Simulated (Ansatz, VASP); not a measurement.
# Two plane-wave programs on Mo

File INCAR:

```
PREC = Accurate
ENCUT = 520
EDIFF = 1E-7
ISMEAR = -1
SIGMA = 0.05
LREAL = F
LASPH = T
NELM = 80
ALGO = Normal
ISIF = 2
LWAVE = F
LCHARG = F
NBANDS = 13
```

The input KPOINTS:

```
regular mesh
0
Gamma
  9 9 8
```

POSCAR

```
Mo
1.0
    2.7355100000      0.0000000000      0.0000000000
   -1.3677550000      2.3690210000      0.0000000000
    0.0000000000      0.0000000000      2.5551810000
Mo
1
Direct
    0.0000000000      0.0000000000      0.5000000000
```

Input for Ansatz:

```yaml
crystal:
  lattice:
    - [2.73551, 0.0, 0.0]
    - [-1.367755, 2.369021, 0.0]
    - [0.0, 0.0, 2.555181]
  atoms:
    - { symbol: Mo, position: [0.0, 0.0, 0.5] }
kpoints:
  mp_grid:
    grid: [9, 9, 8]
hamiltonian:
  xc: lda
scf:
  occupations:
    method: fermi_dirac
    width: 0.05
output:
  stress: true
```

Alike in both runs: task single point; functional LDA; k mesh 9 × 9 × 8; occupations fermi-dirac, width 0.05 eV; no spin polarisation.

```csv
,VASP,Ansatz
version,VASP 6.6.1,Ansatz 0.2.0
potentials or method,"VASP PAW LDA potentials, release 64 (Mo_sv)","plane waves, PAW"
plane-wave cutoff (eV),520,420
valence electrons in the cell,14,14
```

VASP gave:

* pressure (GPa): -6.9
* traceless stress, the component that is largest in VASP (GPa): -1.49

Task: What did Ansatz give for the same quantities?

Result: Pressure (GPa): -7.8; traceless stress, the component that is largest in VASP (GPa): -1.46.

LDA's correlation is that of Perdew and Zunger in VASP and of Perdew and Wang (1992) in Ansatz.
